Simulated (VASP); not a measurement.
# LiF (I4/mmm) in VASP: notebook, part 2 of 2

VASP 6.6.1. The steps go on from the part before.

## (3) Single point, PBE (strain -0.025 along x and y, +0.050 along z)

INCAR

```
PREC = Accurate
ENCUT = 520
EDIFF = 1E-6
ISMEAR = 0
SIGMA = 0.05
LREAL = False
LASPH = True
NELM = 60
ALGO = Normal
ISIF = 2
LWAVE = False
LCHARG = False
GGA = PE
NBANDS = 12
```

KPOINTS

```
Automatic mesh
0
Gamma
  10 10 10
```

POSCAR

```
LiF
1.0
    0.0000000000      1.9636500000      2.1147000000
    1.9636500000      0.0000000000      2.1147000000
    1.9636500000      1.9636500000      0.0000000000
Li F
1 1
Direct
    0.0000000000      0.0000000000      0.0000000000
    0.5000000000      0.5000000000      0.5000000000
```

Potentials or basis: VASP PAW PBE potentials, release 64 (Li_sv, F).

The run is started by

```console
cat potpaw_PBE.64/Li_sv/POTCAR potpaw_PBE.64/F/POTCAR > POTCAR
mpirun -np 1 vasp_std > vasp.out
```

OUTCAR:

```text
PREC = Accurate
   ENCUT = 520
   EDIFF = 1E-6
   ISMEAR = 0
   LREAL = False
   LASPH = True
   NELM = 60
   ISIF = 2
   GGA = PE

 ion  position               nearest neighbor table
   1  0.000  0.000  0.000-   2 1.96   2 1.96   2 1.96   2 1.96   2 2.11   2 2.11
   2  0.500  0.500  0.500-   1 1.96   1 1.96   1 1.96   1 1.96   1 2.11   1 2.11

  LATTYP: Found a body centered tetragonal cell.
 ALAT       =     2.7770204618
 C/A-ratio  =     1.5229992210

  Lattice vectors:

 A1 = (  -1.9636500000,   0.0000000000,   2.1147000000)
 A2 = (   1.9636500000,   0.0000000000,   2.1147000000)
 A3 = (   0.0000000000,   1.9636500000,  -2.1147000000)

Analysis of symmetry for initial positions (statically):
=====================================================================
 Subroutine PRICEL returns:
 Original cell was already a primitive cell.

 Routine SETGRP: Setting up the symmetry group for a
 body centered tetragonal supercell.

 Subroutine GETGRP returns: Found 16 space group operations
 (whereof 16 operations were pure point group operations)
 out of a pool of 16 trial point group operations.

The static configuration has the point symmetry D_4h.

Analysis of symmetry for dynamics (positions and initial velocities):
=====================================================================
 Subroutine PRICEL returns:
 Original cell was already a primitive cell.

 Routine SETGRP: Setting up the symmetry group for a
 body centered tetragonal supercell.

 Subroutine GETGRP returns: Found 16 space group operations
 (whereof 16 operations were pure point group operations)
 out of a pool of 16 trial point group operations.

The dynamic configuration has the point symmetry D_4h.

 Subroutine INISYM returns: Found 16 space group operations
 (whereof 16 operations are pure point group operations),
 and found     1 'primitive' translations

----------------------------------------------------------------------------------------

                                     Primitive cell
[... 116 lines left out ...]
   GGA     = PE    functional components
   LHFCALC =     F    Hartree Fock is set to
   AEXX    =    0.0000 exact exchange contribution
   IVDW    =     0    specifies the selected vdW correction
   LEPSILON=     F    determine dielectric tensor
   LRPA    =     F    only Hartree local field effects (RPA)
 non-spin polarized calculation
 Gauss-broadening in eV      SIGMA  =   0.05
  energy-cutoff  :      520.00
  volume of cell :       16.31
 maximum number of plane-waves:       449
 NGX is ok and might be reduce to    24
   NGX = 11   NGY = 11   NGZ = 11

 number of electron      10.0000000 magnetization

 number of electron       9.9999992 magnetization

 Free energy of the ion-electron system (eV)
  ---------------------------------------------------
  ext. energy  EPLUGINS =         0.00000000
  ---------------------------------------------------
  free energy    TOTEN  =        -9.62321898 eV

  energy without entropy =       -9.62321898  energy(sigma->0) =       -9.62321898

 E-fermi :  -0.6066     XC(G=0):  -9.9824

 val. band max:       -0.9352649389   @ k =   0.0000   0.0000   0.0000
 cond. band min:       8.0673873292   @ k =   0.0000   0.0000   0.0000
 fundamental gap:      9.0026522681
 Fermi energy:        -0.6066273269

 k-point     1 :       0.0000    0.0000    0.0000
  band No.  band energies     occupation
      1     -41.9096      2.00000
      2     -20.9947      2.00000
      3      -1.0701      2.00000
      4      -1.0701      2.00000
      5      -0.9353      2.00000
      6       8.0674      0.00000
      7      21.9244      0.00000
      8      22.9721      0.00000
      9      23.6007      0.00000
     10      23.6007      0.00000
     11      23.6177      0.00000
     12      23.6177      0.00000
[... 331 lines left out ...]
 k-point    24 :       0.4000    0.3000    0.0000
  band No.  band energies     occupation
      1     -41.8571      2.00000
      2     -20.5083      2.00000
      3      -3.3819      2.00000
      4      -1.8149      2.00000
      5      -1.6742      2.00000
      6      11.6300      0.00000
      7      16.3295      0.00000
      8      17.3176      0.00000
      9      19.9525      0.00000
     10      21.0212      0.00000
     11      32.4241      0.00000
     12      34.4576      0.00000

 [... further k-points ...]
[... 5 lines left out ...]
  --------------------------------------------------------------------------------------
  -------------------------------------------------------------------------------------
  Total        0.4421274      0.4421274     -0.1057306      0.0000000      0.0000000      0.0000000
  in kB       43.4361280     43.4361280    -10.3873382      0.0000000      0.0000000      0.0000000
  external PRESSURE =      25.4949726 kB  Pullay stress =       0.0000000 kB

 VOLUME and BASIS-vectors are now :
 -----------------------------------------------------------------------------
  energy-cutoff  :      520.00
  volume of cell :       16.31
      direct lattice vectors                 reciprocal lattice vectors
     0.000000000  1.963650000  2.114700000    -0.254627861  0.254627861  0.236440157
     1.963650000  0.000000000  2.114700000     0.254627861 -0.254627861  0.236440157
     1.963650000  1.963650000  0.000000000     0.254627861  0.254627861 -0.236440157

 POSITION                                       TOTAL-FORCE (eV/Angst)
 -----------------------------------------------------------------------------------
      0.00000      0.00000      0.00000         0.000000      0.000000      0.000000
      1.96365      1.96365      2.11470         0.000000      0.000000     -0.000000
 -----------------------------------------------------------------------------------
    total drift:                               -0.000000     -0.000000      0.000000

  FREE ENERGIE OF THE ION-ELECTRON SYSTEM (eV)
  ---------------------------------------------------
  free  energy   TOTEN  =        -9.6232189829 eV

  energy  without entropy=       -9.6232189829  energy(sigma->0) =       -9.62321898
```

OSZICAR:

```text
N       E                     dE             d eps       ncg     rms          rms(c)
DAV:   1     0.308373600557E+02    0.30837E+02   -0.54632E+03  2596   0.848E+02
DAV:   2    -0.912997596972E+01   -0.39967E+02   -0.39130E+02  2948   0.188E+02
DAV:   3    -0.101343965139E+02   -0.10044E+01   -0.10023E+01  3288   0.259E+01
DAV:   4    -0.101427962118E+02   -0.83997E-02   -0.83994E-02  2808   0.246E+00
DAV:   5    -0.101428900518E+02   -0.93840E-04   -0.93840E-04  3240   0.195E-01    0.457E+00
DAV:   6    -0.961167986420E+01    0.53121E+00   -0.25365E+00  2736   0.988E+00    0.139E+00
DAV:   7    -0.961610910848E+01   -0.44292E-02   -0.19007E-02  3224   0.121E+00    0.864E-01
DAV:   8    -0.962310126361E+01   -0.69922E-02   -0.15263E-02  2980   0.128E+00    0.112E-01
DAV:   9    -0.962313174056E+01   -0.30477E-04   -0.96700E-04  2872   0.279E-01    0.439E-02
DAV:  10    -0.962321640564E+01   -0.84665E-04   -0.13851E-04  2828   0.916E-02    0.154E-02
DAV:  11    -0.962321828422E+01   -0.18786E-05   -0.63218E-06  3132   0.236E-02    0.206E-03
DAV:  12    -0.962321898292E+01   -0.69871E-06   -0.46805E-07  2768   0.589E-03
   1 F= -.96232190E+01 E0= -.96232190E+01  d E =-.487987E-23
```

Run time: 6.5 s. Hardware: 1 thread of Intel Xeon 6975P-C (Granite Rapids), shared host; peak memory 0.14 GiB.

Results:

```yaml
Free_energy: -9.6232 eV
Band_gap_on_the_k_mesh: 9.00 eV, direct
```

Caveat: the cell differs from its parent crystal (strain -0.025 along x and y, +0.050 along z); the cutoff is under 1.25 times the usual one of these potentials, so pressure, stress and relaxed cells hold a basis-set (Pulay) error. A k mesh can miss the band edges.
